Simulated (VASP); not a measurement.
# Si3H2C4 in VASP: relaxation of the atoms with PBEsol

Aim: the relaxation of the atoms of Si3H2C4 with PBEsol.

All numbers are computed with VASP 6.6.1; they aren't measurements. Logs are shortened: lines on timing, memory, paths and dates and some standing lists are left out, and cuts for length are marked.

### 1 The cell of the first run

The cell holds a slab with vacuum, 18 atoms: a = 6.161 Å, b = 3.081 Å, c = 20.037 Å, α = 90.00°, β = 90.00°, γ = 90.00°.

### 2 Relaxation of the atoms, PBEsol

Input file INCAR:

```
ALGO     = Fast           # electronic algorithm
DIPOL    = 0.5 0.5 0.351
EDIFF    = 1E-6           # SCF threshold, eV
EDIFFG   = -0.03          # ionic threshold
ENCUT    = 520            # plane-wave cutoff, eV
GGA      = PS             # functional
IBRION   = 2              # ionic algorithm
IDIPOL   = 3            
ISIF     = 2              # what is computed and relaxed
ISMEAR   = 0              # smearing method
LASPH    = True           # aspherical terms in the spheres
LCHARG   = False          # write CHGCAR
LDIPOL   = True         
LREAL    = Auto         
LWAVE    = False          # write WAVECAR
NELM     = 60             # most SCF steps
NSW      = 50             # ionic steps
PREC     = Accurate       # precision mode
SIGMA    = 0.05           # smearing width, eV
```

Input file KPOINTS:

```
k-points
0
Gamma
  4 8 1
```

Input file POSCAR:

```
Si3H2C4
1.0
    6.1612406585      0.0000000000      0.0000000000
    0.0000000000      3.0806203293      0.0000000000
    0.0000000000      0.0000000000     20.0373883794
C Si H
8 6 4
Selective dynamics
Direct
    0.5000000000      0.5000000000      0.2321862369  F F F
    0.0000000000      0.5000000000      0.2321862369  F F F
    0.7500000000      0.0000000000      0.3408993827  F F F
    0.2500000000      0.0000000000      0.3408993827  F F F
   -0.0120305481      0.5000000000      0.4599124717  T T T
    0.5089214630      0.5000000000      0.4407372135  T T T
    0.3904819281      0.0000000000      0.5322227582  T T F
    0.6015749218      0.0000000000      0.5676066110  T T F
    0.2500000000      0.5000000000      0.2865428098  F F F
    0.7500000000      0.5000000000      0.2865428098  F F F
    0.5027715078      0.0000000000      0.3912046788  T T T
   -0.0067420187      0.0000000000      0.3998278779  T T T
    0.7102356038      0.5000000000      0.5139298977  T T T
    0.2667440357      0.5000000000      0.4985219894  T T T
    0.5000000000      0.2248963861      0.1983620084  F F F
    0.5000000000      0.7751036139      0.1983620084  F F F
    0.0000000000      0.7747262802      0.1982371399  F F F
    0.0000000000      0.2252737198      0.1982371399  F F F
```

Potentials or basis: VASP PAW PBE potentials, release 64 (C, Si, H).

Launch:

```console
$ cat potpaw_PBE.64/C/POTCAR potpaw_PBE.64/Si/POTCAR potpaw_PBE.64/H/POTCAR > POTCAR
$ mpirun -np 1 vasp_std > vasp.out
```

OUTCAR:

```text
EDIFF = 1E-6
   EDIFFG = -0.03
   ENCUT = 520
   GGA = PS
   IBRION = 2
   ISIF = 2
   ISMEAR = 0
   LASPH = True
   LREAL = Auto
   NELM = 60
   NSW = 50
   PREC = Accurate

 ion  position               nearest neighbor table
   1  0.500  0.500  0.232-  15 1.09  16 1.09   9 1.89  10 1.89
   2  0.000  0.500  0.232-  17 1.09  18 1.09   9 1.89  10 1.89
   3  0.750  0.000  0.341-  11 1.83  10 1.89  10 1.89  12 1.91
   4  0.250  0.000  0.341-  11 1.86   9 1.89   9 1.89  12 1.97
   5  0.988  0.500  0.460-  14 1.88  12 1.96  12 1.96  13 2.02
   6  0.509  0.500  0.441-  11 1.83  11 1.83  14 1.89  13 1.92
   7  0.390  0.000  0.532-   8 1.48  14 1.85  14 1.85  13 2.53  13 2.53
   8  0.602  0.000  0.568-   7 1.48  13 1.99  13 1.99
   9  0.250  0.500  0.287-   1 1.89   2 1.89   4 1.89   4 1.89  11 3.03  11 3.03  10 3.08  10 3.08

  10  0.750  0.500  0.287-   1 1.89   2 1.89   3 1.89   3 1.89  11 3.02  11 3.02   9 3.08   9 3.08
                            12 3.13  12 3.13
  11  0.503  0.000  0.391-   3 1.83   6 1.83   6 1.83   4 1.86  10 3.02  10 3.02  14 3.02  14 3.02
                            12 3.03   9 3.03   9 3.03  12 3.14
  12  0.993  0.000  0.400-   3 1.91   5 1.96   5 1.96   4 1.97  14 3.02  14 3.02  11 3.03  10 3.13
                            10 3.13  11 3.14
  13  0.710  0.500  0.514-   6 1.92   8 1.99   8 1.99   5 2.02   7 2.53   7 2.53  14 2.75
  14  0.267  0.500  0.499-   7 1.85   7 1.85   5 1.88   6 1.89  13 2.75  11 3.02  11 3.02  12 3.02
                            12 3.02
  15  0.500  0.225  0.198-   1 1.09
  16  0.500  0.775  0.198-   1 1.09
  17  0.000  0.775  0.198-   2 1.09
  18  0.000  0.225  0.198-   2 1.09

  LATTYP: Found a simple orthorhombic cell.
 ALAT       =     3.0806203293
 B/A-ratio  =     2.0000000000
 C/A-ratio  =     6.5043355680

  Lattice vectors:

 A1 = (   0.0000000000,  -3.0806203293,   0.0000000000)
 A2 = (   6.1612406585,   0.0000000000,   0.0000000000)
 A3 = (   0.0000000000,   0.0000000000,  20.0373883794)

Analysis of symmetry for initial positions (statically):
=====================================================================
 Subroutine PRICEL returns:
 Original cell was already a primitive cell.

 Routine SETGRP: Setting up the symmetry group for a
 simple orthorhombic supercell.

 Subroutine GETGRP returns: Found  2 space group operations
 (whereof  2 operations were pure point group operations)
 out of a pool of  8 trial point group operations.

The static configuration has the point symmetry C_1h.

Analysis of symmetry for dynamics (positions and initial velocities):
=====================================================================
 Subroutine PRICEL returns:
 Original cell was already a primitive cell.

 Routine SETGRP: Setting up the symmetry group for a
 simple orthorhombic supercell.

 Subroutine GETGRP returns: Found  2 space group operations
 (whereof  2 operations were pure point group operations)
 out of a pool of  8 trial point group operations.

The dynamic configuration has the point symmetry C_1h.

Analysis of constrained symmetry for selective dynamics:
=====================================================================
 Subroutine PRICEL returns:
 Original cell was already a primitive cell.

 Routine SETGRP: Setting up the symmetry group for a
 simple orthorhombic supercell.

 Subroutine GETGRP returns: Found  2 space group operations
 (whereof  2 operations were pure point group operations)
 out of a pool of  8 trial point group operations.

The constrained configuration has the point symmetry C_1h.

 Subroutine INISYM returns: Found  2 space group operations
 (whereof  2 operations are pure point group operations),
 and found     1 'primitive' translations

----------------------------------------------------------------------------------------

                                     Primitive cell

  volume of cell :     380.3185

  direct lattice vectors                    reciprocal lattice vectors
     6.161240658  0.000000000  0.000000000     0.162304973  0.000000000  0.000000000
     0.000000000  3.080620329  0.000000000     0.000000000  0.324609946  0.000000000
[... 84 lines left out ...]
  0.250000  0.375000  0.000000      4.000000
  0.500000  0.375000  0.000000      2.000000
  0.000000  0.500000  0.000000      1.000000
  0.250000  0.500000  0.000000      2.000000
  0.500000  0.500000  0.000000      1.000000
   k-points           NKPTS =     15   k-points in BZ     NKDIM =     15   number of bands    NBANDS=     40
   number of dos      NEDOS =    301   number of ions     NIONS =     18
   total plane-waves  NPLWV = 172800
   dimension x,y,z NGX =    48 NGY =   24 NGZ =  150
   dimension x,y,z NGXF=    96 NGYF=   48 NGZF=  300
   ions per type =               8   6   4
   NGX,Y,Z   is equivalent  to a cutoff of  12.95, 12.95, 12.45 a.u.
   NGXF,Y,Z  is equivalent  to a cutoff of  25.90, 25.90, 24.89 a.u.
 SYSTEM =  unknown system
   PREC   = accura    normal or accurate (medium, high low for compatibility)
   ISTART =      0    job   : 0-new  1-cont  2-samecut
   ICHARG =      2    charge: 1-file 2-atom 10-const
   ISPIN  =      1    spin polarized calculation?
   LNONCOLLINEAR =      F non collinear calculations
   LSORBIT =      F    spin-orbit coupling
   LASPH  =      T    aspherical Exc in radial PAW
   ENCUT  =  520.0 eV  38.22 Ry    6.18 a.u.  11.46  5.73 37.26*2*pi/ulx,y,z
   NELM   =     60;   NELMIN=  2; NELMDL= -5     # of ELM steps
   EDIFF  = 0.1E-05   stopping-criterion for ELM
   LREAL  =      T    real-space projection
   EDIFFG = -.3E-01   stopping-criterion for IOM
   NSW    =     50    number of steps for IOM
   IBRION =      2    ionic relax: 0-MD 1-quasi-New 2-CG
   NFREE  =      1    steps in history (QN), initial steepest desc. (CG)
   ISIF   =      2    stress and relaxation
   ISYM   =      2    0-nonsym 1-usesym 2-fastsym
   POTIM  = 0.5000    time-step for ionic-motion
   TEBEG  =    0.0;   TEEND  =   0.0 temperature during run
   PSTRESS=    0.0 pullay stress
   NELECT =      60.0000    total number of electrons
   NUPDOWN=      -1.0000    fix difference up-down
   EMIN   =  10.00;   EMAX   =-10.00  energy-range for DOS
   EFERMI =   0.00;   METHOD = LEGACY
   ISMEAR =     0;   SIGMA  =   0.05  broadening in eV -4-tet -1-fermi 0-gaus
   EFERMI_NEDOS =   21; number of points for ismear=-14 and -15
   IALGO  =     68    algorithm
   IMIX   =      4    mixing-type and parameters
     AMIX     =   0.40;   BMIX     =  1.00
     AMIX_MAG =   1.60;   BMIX_MAG =  1.00
  volume/ion in A,a.u.               =      21.13       142.58
  Fermi-wavevector in a.u.,A,eV,Ry     =   0.884591  1.671636 10.646588  0.782502
  Thomas-Fermi vector in A             =   2.005512
   LORBIT       =      0    0 simple, 1 ext, 2 COOP (PROOUT), +10 PAW based schemes
   GGA     = PS    functional components
   LHFCALC =     F    Hartree Fock is set to
   AEXX    =    0.0000 exact exchange contribution
   IVDW    =     0    specifies the selected vdW correction
   LEPSILON=     F    determine dielectric tensor
   LRPA    =     F    only Hartree local field effects (RPA)
 conjugate gradient relaxation of ions
 non-spin polarized calculation
 RMM-DIIS sequential band-by-band and
 Gauss-broadening in eV      SIGMA  =   0.05
  energy-cutoff  :      520.00
  volume of cell :      380.32
 maximum number of plane-waves:     10275
 NGX is ok and might be reduce to    48
   NGX = 23   NGY = 11   NGZ = 75

 dipolmoment           0.000000      0.000000     -0.006010 electrons x Angstroem

--------------------------------------- Ionic step        1  -------------------------------------------

 number of electron      59.9999999 magnetization

 Free energy of the ion-electron system (eV)
  ---------------------------------------------------
  ext. energy  EPLUGINS =         0.00000000
  ---------------------------------------------------
  free energy    TOTEN  =      -122.33920555 eV

  energy without entropy =     -122.33560969  energy(sigma->0) =     -122.33740762

------------------------ aborting loop because EDIFF is reached ----------------------------------------

  FORCE on cell =-STRESS in cart. coord.  units (eV):
  Direction    XX          YY          ZZ          XY          YZ          ZX
  --------------------------------------------------------------------------------------
  -------------------------------------------------------------------------------------
  Total       -4.2596911     11.7037620     -4.2478606      0.0000000      0.0000000     -0.9628333
  in kB      -17.9449074     49.3047315    -17.8950690      0.0000000      0.0000000     -4.0561521
  external PRESSURE =       4.4882517 kB  Pullay stress =       0.0000000 kB
[... 137 lines left out ...]
  FREE ENERGIE OF THE ION-ELECTRON SYSTEM (eV)
  ---------------------------------------------------
  free  energy   TOTEN  =      -122.3688446603 eV

  energy  without entropy=     -122.3658977887  energy(sigma->0) =     -122.36737122

[... ionic steps 4 to 14 ...]

--------------------------------------- Ionic step       15  -------------------------------------------

 number of electron      59.9999998 magnetization

------------------------ aborting loop because EDIFF is reached ----------------------------------------
[... 99 lines left out ...]
--------------------------------------- Ionic step       17  -------------------------------------------

 number of electron      59.9999998 magnetization

 dipolmoment           0.000000      0.000000      0.191971 electrons x Angstroem

 Free energy of the ion-electron system (eV)
  ---------------------------------------------------
  ext. energy  EPLUGINS =         0.00000000
  ---------------------------------------------------
  free energy    TOTEN  =      -122.37822277 eV

  energy without entropy =     -122.37393381  energy(sigma->0) =     -122.37607829

 E-fermi :   1.0417     XC(G=0):  -5.2980

 val. band max:        1.0346824361   @ k =   0.2500   0.5000   0.0000
 cond. band min:       1.0577855975   @ k =   0.2500   0.0000   0.0000
 fundamental gap:      0.0231031614
 Fermi energy:         1.0417381134

 k-point     1 :       0.0000    0.0000    0.0000
  band No.  band energies     occupation
      1     -15.8908      2.00000
      2     -14.8722      2.00000
      3     -13.5138      2.00000
      4     -12.6343      2.00000
      5     -12.3772      2.00000
      6     -12.3069      2.00000
[... 634 lines left out ...]
     39       5.3655      0.00000
     40       5.5559      0.00000

------------------------ aborting loop because EDIFF is reached ----------------------------------------

 vacuum level on the upper side and lower side of the slab       (xc-potential included)         0.726        -1.011

  FORCE on cell =-STRESS in cart. coord.  units (eV):
  Direction    XX          YY          ZZ          XY          YZ          ZX
  --------------------------------------------------------------------------------------
  -------------------------------------------------------------------------------------
  Total       -3.3979162     12.2946883     -5.0293427      0.0000000      0.0000000     -0.1071824
  in kB      -14.3144867     51.7941415    -21.1872382      0.0000000      0.0000000     -0.4515302
  external PRESSURE =       5.4308055 kB  Pullay stress =       0.0000000 kB
[... 33 lines left out ...]
  FREE ENERGIE OF THE ION-ELECTRON SYSTEM (eV)
  ---------------------------------------------------
  free  energy   TOTEN  =      -122.3782227689 eV

  energy  without entropy=     -122.3739338057  energy(sigma->0) =     -122.37607829

 reached required accuracy - stopping structural energy minimisation

 vacuum level on the upper side and lower side of the slab         5.807         4.018
```

It took 60 min on 1 thread of Oxide Virtual Turin-like, shared host; peak memory 0.51 GiB.

Results:

```yaml
Free_energy: -122.3782 eV
Energy_gained_by_relaxing: 2.2 meV/atom
Ionic_steps: 17
Band_gap_on_the_k_mesh: zero (bands 30 and 31 overlap by 0.37 eV)
```

The path:
```csv
step,energy change (eV),largest force on free atoms (eV/Å),pressure (GPa)
1,0.0000,1.0159,0.45
2,-0.0016,1.4592,0.73
3,-0.0296,0.1827,0.56
4,-0.0333,0.1411,0.56
5,-0.0348,0.2185,0.57
6,-0.0367,0.1060,0.55
7,-0.0370,0.1109,0.53
8,-0.0375,0.0693,0.54
9,-0.0377,0.0794,0.55
10,-0.0380,0.0534,0.55
11,-0.0383,0.0686,0.56
12,-0.0385,0.0385,0.55
13,-0.0387,0.0500,0.55
14,-0.0389,0.0315,0.55
15,-0.0389,0.0307,0.54
16,-0.0389,0.0309,0.54
17,-0.0390,0.0223,0.54
```

Final structure:
```yaml
crystal:
  lattice:
    - [6.16124, 0.00000, 0.00000]
    - [0.00000, 3.08062, 0.00000]
    - [0.00000, 0.00000, 20.03739]
  atoms:
    - { symbol: C, position: [0.50000, 0.50000, 0.23219] }
    - { symbol: C, position: [0.00000, 0.50000, 0.23219] }
    - { symbol: C, position: [0.75000, 0.00000, 0.34090] }
    - { symbol: C, position: [0.25000, 0.00000, 0.34090] }
    - { symbol: C, position: [0.98534, 0.50000, 0.46085] }
    - { symbol: C, position: [0.50988, 0.50000, 0.44189] }
    - { symbol: C, position: [0.39048, 0.00000, 0.53222] }
    - { symbol: C, position: [0.59454, 0.00000, 0.56761] }
    - { symbol: Si, position: [0.25000, 0.50000, 0.28654] }
    - { symbol: Si, position: [0.75000, 0.50000, 0.28654] }
    - { symbol: Si, position: [0.50330, 0.00000, 0.39181] }
    - { symbol: Si, position: [0.99189, 0.00000, 0.40046] }
    - { symbol: Si, position: [0.70657, 0.50000, 0.51701] }
    - { symbol: Si, position: [0.26450, 0.50000, 0.49847] }
    - { symbol: H, position: [0.50000, 0.22490, 0.19836] }
    - { symbol: H, position: [0.50000, 0.77510, 0.19836] }
    - { symbol: H, position: [0.00000, 0.77473, 0.19824] }
    - { symbol: H, position: [0.00000, 0.22527, 0.19824] }
```

Levels at points of the mesh, in eV from the Fermi level:
```csv
k point,band 28,band 29,band 30,band 31,band 32,band 33
"(0.00, 0.00, 0.00)",-1.83,-1.57,-0.07,0.20,0.97,2.29
"(0.50, 0.00, 0.00)",-1.82,-1.82,0.10,0.24,2.21,2.59
"(0.00, 0.50, 0.00)",-2.35,-2.21,-1.89,-0.28,1.16,1.99
"(0.50, 0.50, 0.00)",-3.41,-2.53,-2.45,0.35,2.00,2.19
```

Caveat: the PAW data sets were made with another functional, which shifts forces and pressure a little.

The gap in the log of VASP goes by the Fermi energy; the results here count the filled bands.